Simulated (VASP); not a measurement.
# SiNi3 (Pm-3m) in VASP: a series of runs

Aim: see how the results for SiNi3 move with the level of theory and the settings. Levels: PBE, PBEsol. Tasks: single point.

All numbers are computed with VASP 6.6.1; they aren't measurements. Logs are shortened: lines on timing, memory, paths and dates and some standing lists are left out, and cuts for length are marked.

**1. The cell of the first run**

The structure is cubic, space group Pm-3m (No. 221). The conventional cell has a = 3.611 Å, b = 3.611 Å, c = 3.611 Å, α = 90.00°, β = 90.00°, γ = 90.00°. Within 3.4 Å of Ni (site symmetry 4/mmm) lie 8 Ni at 2.55 Å and 4 Si at 2.55 Å. Si (site symmetry m-3m) has 12 Ni at 2.55 Å within 3.4 Å.

**2. Single point, PBE, collinear spin, ferromagnetic start (volume scaled by 1.06)**

INCAR

```
SYSTEM = SiNi3
  ALGO = Normal
  EDIFF = 1E-6
  ENCUT = 520
  GGA = PE
  ISIF = 2
  ISMEAR = -1
  ISPIN = 2
  LASPH = .True.
  LCHARG = .True.
  LELF = .True.
  LMAXMIX = 4
  LORBIT = 11
  LREAL = .False.
  LVHAR = .True.
  LWAVE = .False.
  MAGMOM = 1 1 1 0
  NBANDS = 29
  NELM = 150
  PREC = Accurate
  SIGMA = 0.05
```

KPOINTS

```
k-points
0
Gamma
  8 8 8
  0 0 0
```

POSCAR

```
SiNi3
1.0
    3.6114686170      0.0000000000      0.0000000000
    0.0000000000      3.6114686170      0.0000000000
    0.0000000000      0.0000000000      3.6114686170
Ni Si
3 1
Direct
    0.5000000000      0.5000000000      0.0000000000
    0.5000000000      0.0000000000      0.5000000000
    0.0000000000      0.5000000000      0.5000000000
    0.0000000000      0.0000000000      0.0000000000
```

Potentials or basis: VASP PAW PBE potentials, release 64 (Ni, Si).

Started as:

```console
$ cat potpaw_PBE.64/Ni/POTCAR potpaw_PBE.64/Si/POTCAR > POTCAR
$ mpirun -np 1 vasp_std > vasp.out
```

OUTCAR:

```text
SYSTEM = SiNi3
   EDIFF = 1E-6
   ENCUT = 520
   GGA = PE
   ISIF = 2
   ISMEAR = -1
   ISPIN = 2
   LASPH = .True.
   LORBIT = 11
   LREAL = .False.
   NELM = 150
   PREC = Accurate

 ion  position               nearest neighbor table
   1  0.500  0.500  0.000-   2 2.55   3 2.55   4 2.55   2 2.55   3 2.55   2 2.55   4 2.55   2 2.55
                             3 2.55   4 2.55   3 2.55   4 2.55
   2  0.500  0.000  0.500-   1 2.55   3 2.55   4 2.55   1 2.55   4 2.55   1 2.55   3 2.55   1 2.55
                             3 2.55   4 2.55   4 2.55   3 2.55
   3  0.000  0.500  0.500-   1 2.55   2 2.55   4 2.55   1 2.55   4 2.55   2 2.55   4 2.55   4 2.55
                             1 2.55   2 2.55   1 2.55   2 2.55
   4  0.000  0.000  0.000-   1 2.55   2 2.55   3 2.55   2 2.55   3 2.55   1 2.55   3 2.55   3 2.55
                             1 2.55   2 2.55   2 2.55   1 2.55

  LATTYP: Found a simple cubic cell.
 ALAT       =     3.6114686170

  Lattice vectors:

 A1 = (   3.6114686170,   0.0000000000,   0.0000000000)
 A2 = (   0.0000000000,   3.6114686170,   0.0000000000)
 A3 = (   0.0000000000,   0.0000000000,   3.6114686170)

Analysis of symmetry for initial positions (statically):
=====================================================================
 Subroutine PRICEL returns:
 Original cell was already a primitive cell.

 Routine SETGRP: Setting up the symmetry group for a
 simple cubic supercell.

 Subroutine GETGRP returns: Found 48 space group operations
 (whereof 48 operations were pure point group operations)
 out of a pool of 48 trial point group operations.

The static configuration has the point symmetry O_h .

Analysis of symmetry for dynamics (positions and initial velocities):
=====================================================================
 Subroutine PRICEL returns:
 Original cell was already a primitive cell.

 Routine SETGRP: Setting up the symmetry group for a
 simple cubic supercell.

 Subroutine GETGRP returns: Found 48 space group operations
 (whereof 48 operations were pure point group operations)
 out of a pool of 48 trial point group operations.

The dynamic configuration has the point symmetry O_h .

Analysis of structural, dynamic, and magnetic symmetry:
=====================================================================
 Subroutine PRICEL returns:
 Original cell was already a primitive cell.

 Routine SETGRP: Setting up the symmetry group for a
 simple cubic supercell.

 Subroutine GETGRP returns: Found 48 space group operations
 (whereof 48 operations were pure point group operations)
 out of a pool of 48 trial point group operations.

The overall configuration has the point symmetry O_h .

 Subroutine INISYM returns: Found 48 space group operations
 (whereof 48 operations are pure point group operations),
 and found     1 'primitive' translations

----------------------------------------------------------------------------------------

                                     Primitive cell

  volume of cell :      47.1033

  direct lattice vectors                    reciprocal lattice vectors
     3.611468617  0.000000000  0.000000000     0.276895664  0.000000000  0.000000000
     0.000000000  3.611468617  0.000000000     0.000000000  0.276895664  0.000000000
     0.000000000  0.000000000  3.611468617     0.000000000  0.000000000  0.276895664

  length of vectors
     3.611468617  3.611468617  3.611468617     0.276895664  0.276895664  0.276895664

  position of ions in fractional coordinates (direct lattice)
     0.500000000  0.500000000  0.000000000
     0.500000000  0.000000000  0.500000000
     0.000000000  0.500000000  0.500000000
     0.000000000  0.000000000  0.000000000

  ion indices of the primitive-cell ions
   primitive index   ion index
                 1           1
                 2           2
                 3           3
                 4           4

----------------------------------------------------------------------------------------

 KPOINTS: k-points

Automatic generation of k-mesh.
 Grid dimensions read from file:
 generate k-points for:    8    8    8

 Generating k-lattice:

  Cartesian coordinates                     Fractional coordinates (reciprocal lattice)
     0.034611958  0.000000000  0.000000000     0.125000000  0.000000000  0.000000000
     0.000000000  0.034611958  0.000000000     0.000000000  0.125000000  0.000000000
     0.000000000  0.000000000  0.034611958     0.000000000  0.000000000  0.125000000

  Length of vectors
     0.034611958  0.034611958  0.034611958

  Shift w.r.t. Gamma in fractional coordinates (k-lattice)
     0.000000000  0.000000000  0.000000000

 Subroutine IBZKPT returns following result:
 ===========================================

 Found     35 irreducible k-points:

 Following reciprocal coordinates:
            Coordinates               Weight
  0.000000  0.000000  0.000000      1.000000
  0.125000  0.000000  0.000000      6.000000
  0.250000  0.000000  0.000000      6.000000
  0.375000  0.000000  0.000000      6.000000
  0.500000  0.000000  0.000000      3.000000
  0.125000  0.125000  0.000000     12.000000
[... 16 lines left out ...]
  0.375000  0.375000  0.125000     24.000000
  0.500000  0.375000  0.125000     24.000000
 [... further k-points ...]
   k-points           NKPTS =     35   k-points in BZ     NKDIM =     35   number of bands    NBANDS=     29
   number of dos      NEDOS =    301   number of ions     NIONS =      4
   total plane-waves  NPLWV =  21952
   dimension x,y,z NGX =    28 NGY =   28 NGZ =   28
   dimension x,y,z NGXF=    56 NGYF=   56 NGZF=   56
   ions per type =               3   1
   NGX,Y,Z   is equivalent  to a cutoff of  12.89, 12.89, 12.89 a.u.
   NGXF,Y,Z  is equivalent  to a cutoff of  25.78, 25.78, 25.78 a.u.
 SYSTEM =  SiNi3
   PREC   = accura    normal or accurate (medium, high low for compatibility)
   ISTART =      0    job   : 0-new  1-cont  2-samecut
   ICHARG =      2    charge: 1-file 2-atom 10-const
   ISPIN  =      2    spin polarized calculation?
   LNONCOLLINEAR =      F non collinear calculations
   LSORBIT =      F    spin-orbit coupling
   LASPH  =      T    aspherical Exc in radial PAW
   ENCUT  =  520.0 eV  38.22 Ry    6.18 a.u.   6.71  6.71  6.71*2*pi/ulx,y,z
   NELM   =    150;   NELMIN=  2; NELMDL= -5     # of ELM steps
   EDIFF  = 0.1E-05   stopping-criterion for ELM
   LREAL  =      F    real-space projection
   EDIFFG = 0.1E-04   stopping-criterion for IOM
   NSW    =      0    number of steps for IOM
   IBRION =     -1    ionic relax: 0-MD 1-quasi-New 2-CG
   NFREE  =      0    steps in history (QN), initial steepest desc. (CG)
   ISIF   =      2    stress and relaxation
   ISYM   =      2    0-nonsym 1-usesym 2-fastsym
   POTIM  = 0.5000    time-step for ionic-motion
   TEBEG  =    0.0;   TEEND  =   0.0 temperature during run
   PSTRESS=    0.0 pullay stress
   NELECT =      34.0000    total number of electrons
   NUPDOWN=      -1.0000    fix difference up-down
   EMIN   =  10.00;   EMAX   =-10.00  energy-range for DOS
   EFERMI =   0.00;   METHOD = LEGACY
   ISMEAR =    -1;   SIGMA  =   0.05  broadening in eV -4-tet -1-fermi 0-gaus
   EFERMI_NEDOS =   21; number of points for ismear=-14 and -15
   IALGO  =     38    algorithm
   IMIX   =      4    mixing-type and parameters
     AMIX     =   0.40;   BMIX     =  1.00
     AMIX_MAG =   1.60;   BMIX_MAG =  1.00
  volume/ion in A,a.u.               =      11.78        79.47
  Fermi-wavevector in a.u.,A,eV,Ry     =   1.468534  2.775127 29.342211  2.156592
  Thomas-Fermi vector in A             =   2.584020
   LORBIT       =     11    0 simple, 1 ext, 2 COOP (PROOUT), +10 PAW based schemes
   GGA     = PE    functional components
   LHFCALC =     F    Hartree Fock is set to
   AEXX    =    0.0000 exact exchange contribution
   IVDW    =     0    specifies the selected vdW correction
   LEPSILON=     F    determine dielectric tensor
   LRPA    =     F    only Hartree local field effects (RPA)
 spin polarized calculation
  energy-cutoff  :      520.00
  volume of cell :       47.10
 maximum number of plane-waves:      1328
 NGX is ok and might be reduce to    28
   NGX = 13   NGY = 13   NGZ = 13

 number of electron      34.0000064 magnetization       0.0011037

 number of electron      34.0000064 magnetization      -0.0005339

 Free energy of the ion-electron system (eV)
  ---------------------------------------------------
  ext. energy  EPLUGINS =         0.00000000
  ---------------------------------------------------
  free energy    TOTEN  =       -23.48265092 eV

  energy without entropy =      -23.46309627  energy(sigma->0) =      -23.47287359

 E-fermi :   9.3853     XC(G=0): -12.6167

 val. band max:        9.3210608054   @ k =   0.1250   0.1250   0.0000
 cond. band min:       9.3898655973   @ k =   0.5000   0.3750   0.3750
 fundamental gap:      0.0688047919
 Fermi energy:         9.3852977479

 spin component 1

 k-point     1 :       0.0000    0.0000    0.0000
  band No.  band energies     occupation
      1      -1.8646      1.00000
      2       5.0402      1.00000
      3       5.8331      1.00000
      4       5.8331      1.00000
      5       6.2897      1.00000
      6       6.2897      1.00000
[... 21 lines left out ...]
     28      22.7216      0.00000
     29      22.7650      0.00000

 k-point     2 :       0.1250    0.0000    0.0000
  band No.  band energies     occupation
      1      -1.6959      1.00000
      2       5.0275      1.00000
      3       5.5890      1.00000
      4       5.9485      1.00000
      5       6.2679      1.00000
      6       6.2679      1.00000
[... 21 lines left out ...]
     28      21.9158      0.00000
     29      22.7520      0.00000

 k-point     3 :       0.2500    0.0000    0.0000
  band No.  band energies     occupation
      1      -1.2082      1.00000
      2       4.2379      1.00000
      3       5.5612      1.00000
      4       6.1915      1.00000
      5       6.1915      1.00000
      6       6.2638      1.00000
[... 638 lines left out ...]
      5       6.2777      1.00000
      6       6.7374      1.00000
[... 21 lines left out ...]
     28      23.2294      0.00000
     29      24.2611      0.00000

 k-point    24 :       0.5000    0.3750    0.1250
  band No.  band energies     occupation
      1       1.1186      1.00000
      2       3.5827      1.00000
      3       4.3123      1.00000
      4       5.8717      1.00000
      5       6.1957      1.00000
      6       6.8480      1.00000
[... 21 lines left out ...]
     28      23.4930      0.00000
     29      25.4848      0.00000

 [... further k-points ...]

 spin component 2

 k-point     1 :       0.0000    0.0000    0.0000
  band No.  band energies     occupation
      1      -1.8645      1.00000
      2       5.0402      1.00000
      3       5.8330      1.00000
      4       5.8330      1.00000
      5       6.2895      1.00000
      6       6.2895      1.00000
[... 21 lines left out ...]
     28      22.7221      0.00000
     29      22.7651      0.00000

 k-point     2 :       0.1250    0.0000    0.0000
  band No.  band energies     occupation
      1      -1.6958      1.00000
      2       5.0274      1.00000
      3       5.5889      1.00000
      4       5.9484      1.00000
      5       6.2677      1.00000
      6       6.2677      1.00000
[... 21 lines left out ...]
     28      21.9158      0.00000
     29      22.7521      0.00000

 k-point     3 :       0.2500    0.0000    0.0000
  band No.  band energies     occupation
      1      -1.2081      1.00000
      2       4.2379      1.00000
      3       5.5611      1.00000
      4       6.1913      1.00000
      5       6.1913      1.00000
      6       6.2637      1.00000
[... 638 lines left out ...]
      5       6.2776      1.00000
      6       6.7373      1.00000
[... 21 lines left out ...]
     28      23.2294      0.00000
     29      24.2611      0.00000

 k-point    24 :       0.5000    0.3750    0.1250
  band No.  band energies     occupation
      1       1.1187      1.00000
      2       3.5827      1.00000
      3       4.3123      1.00000
      4       5.8716      1.00000
      5       6.1956      1.00000
      6       6.8478      1.00000
[... 21 lines left out ...]
     28      23.4930      0.00000
     29      25.4746      0.00000

 [... further k-points ...]

------------------------ aborting loop because EDIFF is reached ----------------------------------------

  FORCE on cell =-STRESS in cart. coord.  units (eV):
  Direction    XX          YY          ZZ          XY          YZ          ZX
  --------------------------------------------------------------------------------------
  -------------------------------------------------------------------------------------
  Total       -4.4475043     -4.4475043     -4.4475043      0.0000000     -0.0000000      0.0000000
  in kB     -151.2778793   -151.2778793   -151.2778793      0.0000000     -0.0000000      0.0000000
  external PRESSURE =    -151.2778793 kB  Pullay stress =       0.0000000 kB

 VOLUME and BASIS-vectors are now :
 -----------------------------------------------------------------------------
  energy-cutoff  :      520.00
  volume of cell :       47.10
      direct lattice vectors                 reciprocal lattice vectors
     3.611468617  0.000000000  0.000000000     0.276895664  0.000000000  0.000000000
     0.000000000  3.611468617  0.000000000     0.000000000  0.276895664  0.000000000
     0.000000000  0.000000000  3.611468617     0.000000000  0.000000000  0.276895664

 POSITION                                       TOTAL-FORCE (eV/Angst)
 -----------------------------------------------------------------------------------
      1.80573      1.80573      0.00000         0.000000      0.000000      0.000000
      1.80573      0.00000      1.80573         0.000000      0.000000      0.000000
      0.00000      1.80573      1.80573         0.000000      0.000000      0.000000
      0.00000      0.00000      0.00000         0.000000      0.000000      0.000000
 -----------------------------------------------------------------------------------
    total drift:                                0.000000      0.000000      0.000000

  FREE ENERGIE OF THE ION-ELECTRON SYSTEM (eV)
  ---------------------------------------------------
  free  energy   TOTEN  =       -23.4826509171 eV

  energy  without entropy=      -23.4630962697  energy(sigma->0) =      -23.47287359

 total charge

# of ion       s       p       d       tot
------------------------------------------
    1        0.446   0.484   8.368   9.298
    2        0.446   0.484   8.368   9.298
    3        0.446   0.484   8.368   9.298
    4        0.732   0.772   0.000   1.504
--------------------------------------------------
tot          2.071   2.223  25.105  29.399

 magnetization (x)

# of ion       s       p       d       tot
------------------------------------------
    1        0.000   0.000  -0.000  -0.000
    2        0.000   0.000  -0.000  -0.000
    3        0.000   0.000  -0.000  -0.000
    4        0.000   0.000   0.000   0.000
--------------------------------------------------
tot          0.000   0.000  -0.000  -0.000
```

Wall time 52 s (1 thread of Intel Xeon 6975P-C (Granite Rapids), shared host); peak memory 0.21 GiB.

Results:

```
Free energy                                           : -23.4827 eV
Pressure                                              : -15.1 GPa
Band gap on the k mesh                                : zero (filled and empty bands overlap)
Net moment                                            : 0.00 μB per cell
Valence electrons inside the program's atomic spheres : Ni 9.30; Si 1.50
```

Caveat: the cell differs from its parent crystal (volume scaled by 1.06).

**3. Single point, PBEsol, collinear spin, ferromagnetic start**

This run uses another cell than the first one, of 10.89 Å³/atom, 0.925 times its volume.

INCAR

```
PREC     = Accurate       # precision mode
ENCUT    = 520            # plane-wave cutoff, eV
EDIFF    = 1E-6           # SCF threshold, eV
ISMEAR   = -1             # smearing method
SIGMA    = 0.05           # smearing width, eV
LREAL    = False          # projectors in reciprocal space
LASPH    = True           # aspherical terms in the spheres
NELM     = 150            # most SCF steps
ALGO     = Normal         # electronic algorithm
ISIF     = 2              # what is computed and relaxed
LWAVE    = False          # write WAVECAR
LCHARG   = False          # write CHGCAR
ISPIN    = 2              # spin polarisation
MAGMOM   = 1 1 1 0        # initial moments
LORBIT   = 11             # projections on sites
LMAXMIX  = 4              # l up to which the mixer works
GGA      = PS             # functional
NBANDS   = 29             # bands
```

KPOINTS

```
regular mesh
0
Gamma
  8 8 8
```

POSCAR

```
SiNi3
1.0
    3.5182274716      0.0000000000      0.0000000000
    0.0000000000      3.5182274716      0.0000000000
    0.0000000000      0.0000000000      3.5182274716
Ni Si
3 1
Direct
    0.5000000000      0.5000000000      0.0000000000
    0.5000000000      0.0000000000      0.5000000000
    0.0000000000      0.5000000000      0.5000000000
    0.0000000000      0.0000000000      0.0000000000
```

Potentials or basis: VASP PAW PBE potentials, release 64 (Ni, Si).

Started as:

```console
$ cat potpaw_PBE.64/Ni/POTCAR potpaw_PBE.64/Si/POTCAR > POTCAR
$ mpirun -np 1 vasp_std > vasp.out
```

It took 3.7 min on 1 thread of Intel Xeon 6975P-C, shared host; peak memory 0.18 GiB.

It converged, with:

* Free energy: -26.2294 eV
* Pressure: -10.3 GPa
* Band gap on the k mesh: zero (filled and empty bands overlap)
* Net moment: 0.00 μB per cell
* Valence electrons inside the program's atomic spheres: Ni 9.45; Si 1.54

Levels at points of the mesh, in eV from the Fermi level:
Spin up:
```tsv
k point	band 15	band 16	band 17	band 18	band 19	band 20
(0.00, 0.00, 0.00)	-0.60	-0.29	0.02	0.02	0.02	4.74
(0.50, 0.00, 0.00)	-1.13	-0.53	0.03	3.58	3.58	5.11
(0.50, 0.50, 0.00)	-1.10	-1.00	-0.94	0.64	0.64	5.56
(0.50, 0.50, 0.50)	-1.22	-0.42	-0.21	-0.21	-0.21	1.18
```
Spin down:
```tsv
k point	band 15	band 16	band 17	band 18	band 19	band 20
(0.00, 0.00, 0.00)	-0.60	-0.29	0.03	0.03	0.03	4.74
(0.50, 0.00, 0.00)	-1.13	-0.53	0.03	3.58	3.58	5.11
(0.50, 0.50, 0.00)	-1.10	-1.00	-0.94	0.65	0.65	5.56
(0.50, 0.50, 0.50)	-1.22	-0.42	-0.21	-0.21	-0.21	1.18
```

Caveat: the PAW data sets were made with another functional, which shifts forces and pressure a little.

(Continued in part 2 of 2.)
